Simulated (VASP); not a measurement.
# BN (P6_3/mmc) in VASP: notebook, part 2 of 2

VASP 6.6.1.

## Step 4: Single point, r2SCAN (strain -0.025 along x and y, +0.050 along z)

Contents of POSCAR:

```
BN
1.0
    2.4413919117      0.0000000000      0.0000000000
   -1.2206959559      2.1143074161      0.0000000000
    0.0000000000      0.0000000000      6.9942600000
B N
2 2
Direct
    0.3333333333      0.6666666667      0.2500000000
    0.6666666667      0.3333333333      0.7500000000
    0.3333333333      0.6666666667      0.7500000000
    0.6666666667      0.3333333333      0.2500000000
```

Contents of INCAR.step1:

```
  PREC = Accurate
  ENCUT = 520
  ISMEAR = 0
  SIGMA = 0.05
  LREAL = False
  LASPH = True
  NELM = 60
  NBANDS = 16
  GGA = PE
  ALGO = Normal
  EDIFF = 1E-4
  LWAVE = True
  LCHARG = False
```

Contents of INCAR.step2:

```
  PREC = Accurate
  ENCUT = 520
  EDIFF = 1E-6
  ISMEAR = 0
  SIGMA = 0.05
  LREAL = False
  LASPH = True
  NELM = 60
  ALGO = Normal
  ISIF = 2
  LWAVE = False
  LCHARG = True
  METAGGA = R2SCAN
  LMIXTAU = True
  LELF = True
  LVHAR = True
  NBANDS = 16
  ISTART = 1
```

Contents of KPOINTS:

```
Automatic mesh
0
Gamma
  12 12 4
```

Potentials or basis: VASP PAW PBE potentials, release 64 (B, N).

Started as:

```bash
cat potpaw_PBE.64/B/POTCAR potpaw_PBE.64/N/POTCAR > POTCAR
cp INCAR.step1 INCAR
mpirun -np 1 vasp_std > vasp.out
cp INCAR.step2 INCAR
mpirun -np 1 vasp_std > vasp.out
```

OUTCAR:

```text
PREC = Accurate
   ENCUT = 520
   EDIFF = 1E-6
   ISMEAR = 0
   LREAL = False
   LASPH = True
   NELM = 60
   ISIF = 2
   METAGGA = R2SCAN
   ISTART = 1

 ion  position               nearest neighbor table
   1  0.333  0.667  0.250-   4 1.41   4 1.41   4 1.41
   2  0.667  0.333  0.750-   3 1.41   3 1.41   3 1.41
   3  0.333  0.667  0.750-   2 1.41   2 1.41   2 1.41
   4  0.667  0.333  0.250-   1 1.41   1 1.41   1 1.41

  LATTYP: Found a hexagonal cell.
 ALAT       =     2.4413919117
 C/A-ratio  =     2.8648657213

  Lattice vectors:

 A1 = (   2.4413919117,   0.0000000000,   0.0000000000)
 A2 = (  -1.2206959559,   2.1143074161,   0.0000000000)
 A3 = (   0.0000000000,   0.0000000000,   6.9942600000)

Analysis of symmetry for initial positions (statically):
=====================================================================
 Subroutine PRICEL returns:
 Original cell was already a primitive cell.

 Routine SETGRP: Setting up the symmetry group for a
 hexagonal supercell.

 Subroutine GETGRP returns: Found 24 space group operations
 (whereof 12 operations were pure point group operations)
 out of a pool of 24 trial point group operations.

The static configuration has the point symmetry D_3d.
 The point group associated with its full space group is D_6h.

Analysis of symmetry for dynamics (positions and initial velocities):
=====================================================================
 Subroutine PRICEL returns:
 Original cell was already a primitive cell.

 Routine SETGRP: Setting up the symmetry group for a
 hexagonal supercell.

 Subroutine GETGRP returns: Found 24 space group operations
 (whereof 12 operations were pure point group operations)
 out of a pool of 24 trial point group operations.

The dynamic configuration has the point symmetry D_3d.
 The point group associated with its full space group is D_6h.

 Subroutine INISYM returns: Found 24 space group operations
 (whereof 12 operations are pure point group operations),
 and found     1 'primitive' translations

----------------------------------------------------------------------------------------

                                     Primitive cell

  volume of cell :      36.1033

  direct lattice vectors                    reciprocal lattice vectors
     2.441391912  0.000000000  0.000000000     0.409602406  0.236484059  0.000000000
    -1.220695956  2.114307416  0.000000000     0.000000000  0.472968118  0.000000000
     0.000000000  0.000000000  6.994260000     0.000000000  0.000000000  0.142974382

  length of vectors
     2.441391912  2.441391912  6.994260000     0.472968118  0.472968118  0.142974382

  position of ions in fractional coordinates (direct lattice)
     0.333333333  0.666666667  0.250000000
     0.666666667  0.333333333  0.750000000
     0.333333333  0.666666667  0.750000000
     0.666666667  0.333333333  0.250000000

  ion indices of the primitive-cell ions
   primitive index   ion index
                 1           1
                 2           2
                 3           3
                 4           4

----------------------------------------------------------------------------------------

 KPOINTS: Automatic mesh

Automatic generation of k-mesh.
 Grid dimensions read from file:
 generate k-points for:   12   12    4

 Generating k-lattice:

  Cartesian coordinates                     Fractional coordinates (reciprocal lattice)
     0.034133534  0.019707005  0.000000000     0.083333333  0.000000000  0.000000000
     0.000000000  0.039414010  0.000000000     0.000000000  0.083333333  0.000000000
     0.000000000  0.000000000  0.035743595     0.000000000  0.000000000  0.250000000

  Length of vectors
     0.039414010  0.039414010  0.035743595

  Shift w.r.t. Gamma in fractional coordinates (k-lattice)
     0.000000000  0.000000000  0.000000000

 Subroutine IBZKPT returns following result:
 ===========================================

 Found     57 irreducible k-points:

 Following reciprocal coordinates:
            Coordinates               Weight
  0.000000  0.000000  0.000000      1.000000
  0.083333 -0.000000  0.000000      6.000000
  0.166667  0.000000  0.000000      6.000000
  0.250000  0.000000  0.000000      6.000000
  0.333333 -0.000000  0.000000      6.000000
  0.416667  0.000000  0.000000      6.000000
[... 16 lines left out ...]
  0.250000  0.000000  0.250000     12.000000
  0.333333 -0.000000  0.250000     12.000000
 [... further k-points ...]
   k-points           NKPTS =     57   k-points in BZ     NKDIM =     57   number of bands    NBANDS=     16
   number of dos      NEDOS =    301   number of ions     NIONS =      4
   total plane-waves  NPLWV =  17496
   dimension x,y,z NGX =    18 NGY =   18 NGZ =   54
   dimension x,y,z NGXF=    36 NGYF=   36 NGZF=  108
   ions per type =               2   2
   NGX,Y,Z   is equivalent  to a cutoff of  12.26, 12.26, 12.84 a.u.
   NGXF,Y,Z  is equivalent  to a cutoff of  24.51, 24.51, 25.67 a.u.
 SYSTEM =  unknown system
   PREC   = accura    normal or accurate (medium, high low for compatibility)
   ISTART =      1    job   : 0-new  1-cont  2-samecut
   ICHARG =      0    charge: 1-file 2-atom 10-const
   ISPIN  =      1    spin polarized calculation?
   LNONCOLLINEAR =      F non collinear calculations
   LSORBIT =      F    spin-orbit coupling
   LASPH  =      T    aspherical Exc in radial PAW
   ENCUT  =  520.0 eV  38.22 Ry    6.18 a.u.   4.54  4.54 13.00*2*pi/ulx,y,z
   NELM   =     60;   NELMIN=  2; NELMDL=  0     # of ELM steps
   EDIFF  = 0.1E-05   stopping-criterion for ELM
   LREAL  =      F    real-space projection
   EDIFFG = 0.1E-04   stopping-criterion for IOM
   NSW    =      0    number of steps for IOM
   IBRION =     -1    ionic relax: 0-MD 1-quasi-New 2-CG
   NFREE  =      0    steps in history (QN), initial steepest desc. (CG)
   ISIF   =      2    stress and relaxation
   ISYM   =      2    0-nonsym 1-usesym 2-fastsym
   POTIM  = 0.5000    time-step for ionic-motion
   TEBEG  =    0.0;   TEEND  =   0.0 temperature during run
   PSTRESS=    0.0 pullay stress
   NELECT =      16.0000    total number of electrons
   NUPDOWN=      -1.0000    fix difference up-down
   EMIN   =  10.00;   EMAX   =-10.00  energy-range for DOS
   EFERMI =   0.00;   METHOD = LEGACY
   ISMEAR =     0;   SIGMA  =   0.05  broadening in eV -4-tet -1-fermi 0-gaus
   EFERMI_NEDOS =   21; number of points for ismear=-14 and -15
   IALGO  =     38    algorithm
   IMIX   =      4    mixing-type and parameters
     AMIX     =   0.40;   BMIX     =  1.00
     AMIX_MAG =   1.60;   BMIX_MAG =  1.00
  volume/ion in A,a.u.               =       9.03        60.91
  Fermi-wavevector in a.u.,A,eV,Ry     =   1.248147  2.358656 21.196116  1.557871
  Thomas-Fermi vector in A             =   2.382247
   LORBIT       =      0    0 simple, 1 ext, 2 COOP (PROOUT), +10 PAW based schemes
   METAGGA = R2SCAN    functional components
   LHFCALC =     F    Hartree Fock is set to
   AEXX    =    0.0000 exact exchange contribution
   IVDW    =     0    specifies the selected vdW correction
   LEPSILON=     F    determine dielectric tensor
   LRPA    =     F    only Hartree local field effects (RPA)
 non-spin polarized calculation
 Gauss-broadening in eV      SIGMA  =   0.05
  energy-cutoff  :      520.00
  volume of cell :       36.10
 maximum number of plane-waves:       998
   NGX =  9   NGY =  9   NGZ = 27

 number of electron      16.0000003 magnetization

 Free energy of the ion-electron system (eV)
  ---------------------------------------------------
  ext. energy  EPLUGINS =         0.00000000
  ---------------------------------------------------
  free energy    TOTEN  =       -38.43512130 eV

  energy without entropy =      -38.43512130  energy(sigma->0) =      -38.43512130

 E-fermi :   2.2042     XC(G=0): -10.5489

 val. band max:        1.9250847168   @ k =   0.3333   0.3333   0.5000
 cond. band min:       7.0056366657   @ k =   0.5000   0.0000   0.0000
 fundamental gap:      5.0805519488
 Fermi energy:         2.2042143968

 k-point     1 :       0.0000    0.0000    0.0000
  band No.  band energies     occupation
      1     -17.3011      2.00000
      2     -17.1138      2.00000
      3      -4.6384      2.00000
      4      -2.9936      2.00000
      5       0.6594      2.00000
      6       0.6594      2.00000
[... 8 lines left out ...]
     15      15.7803      0.00000
     16      17.0961      0.00000
[... 420 lines left out ...]
  band No.  band energies     occupation
      1     -15.1087      2.00000
      2     -15.0152      2.00000
      3      -5.4179      2.00000
      4      -5.3862      2.00000
      5      -1.8610      2.00000
      6      -1.8368      2.00000
[... 8 lines left out ...]
     15      20.2569      0.00000
     16      22.1284      0.00000

 [... further k-points ...]
[... 5 lines left out ...]
  --------------------------------------------------------------------------------------
  -------------------------------------------------------------------------------------
  Total        6.5222861      6.5222861     -0.1361188     -0.0000000     -0.0000000     -0.0000000
  in kB      289.4429813    289.4429813     -6.0406175     -0.0000000     -0.0000000     -0.0000000
  external PRESSURE =     190.9484484 kB  Pullay stress =       0.0000000 kB

 VOLUME and BASIS-vectors are now :
 -----------------------------------------------------------------------------
  energy-cutoff  :      520.00
  volume of cell :       36.10
      direct lattice vectors                 reciprocal lattice vectors
     2.441391912  0.000000000  0.000000000     0.409602406  0.236484059  0.000000000
    -1.220695956  2.114307416  0.000000000     0.000000000  0.472968118  0.000000000
     0.000000000  0.000000000  6.994260000     0.000000000  0.000000000  0.142974382

 POSITION                                       TOTAL-FORCE (eV/Angst)
 -----------------------------------------------------------------------------------
     -0.00000      1.40954      1.74856         0.000000     -0.000000      0.000000
      1.22070      0.70477      5.24569        -0.000000      0.000000      0.000000
     -0.00000      1.40954      5.24569        -0.000000      0.000000      0.000000
      1.22070      0.70477      1.74856        -0.000000      0.000000      0.000000
 -----------------------------------------------------------------------------------
    total drift:                               -0.000000      0.000000      0.000000

  FREE ENERGIE OF THE ION-ELECTRON SYSTEM (eV)
  ---------------------------------------------------
  free  energy   TOTEN  =       -38.4351212987 eV

  energy  without entropy=      -38.4351212987  energy(sigma->0) =      -38.43512130
```

Wall time 1.7 min (1 thread of Intel Xeon Platinum 8488C (Sapphire Rapids), shared host); peak memory 0.16 GiB.

Results:

| Item | Value |
| --- | --- |
| Free energy | -38.4351 eV |
| Pressure | 19.1 GPa |
| Band gap on the k mesh | 5.08 eV, indirect (least direct gap 5.58 eV) |

Caveat: the cell differs from its parent crystal (strain -0.025 along x and y, +0.050 along z); the PAW data sets were made with another functional, which shifts forces and pressure a little. A k mesh can miss the band edges.

## Step 5: Summary

| cell | gap on the mesh (eV) | pressure (GPa) |
| --- | --- | --- |
| a = 2.504, b = 2.504, c = 6.495 Å, angles 90.0, 90.0, 120.0°, 4 atoms | 4.83 | 0.1 |
| a = 2.441, b = 2.441, c = 6.828 Å, angles 90.0, 90.0, 120.0°, 4 atoms | 5.04 | 19.7 |
| a = 2.441, b = 2.441, c = 6.994 Å, angles 90.0, 90.0, 120.0°, 4 atoms | 5.08 | 19.1 |

Alike in all rows: task single point; level r2SCAN; potentials or basis VASP PAW PBE potentials, release 64 (B, N); no spin polarisation; k mesh 12 × 12 × 4; cutoff (eV) 520; smearing gaussian 0.05 eV.

Caveats: the PAW data sets were made with another functional, which shifts forces and pressure a little.

Absolute energies hang on the potentials; compare differences alone.
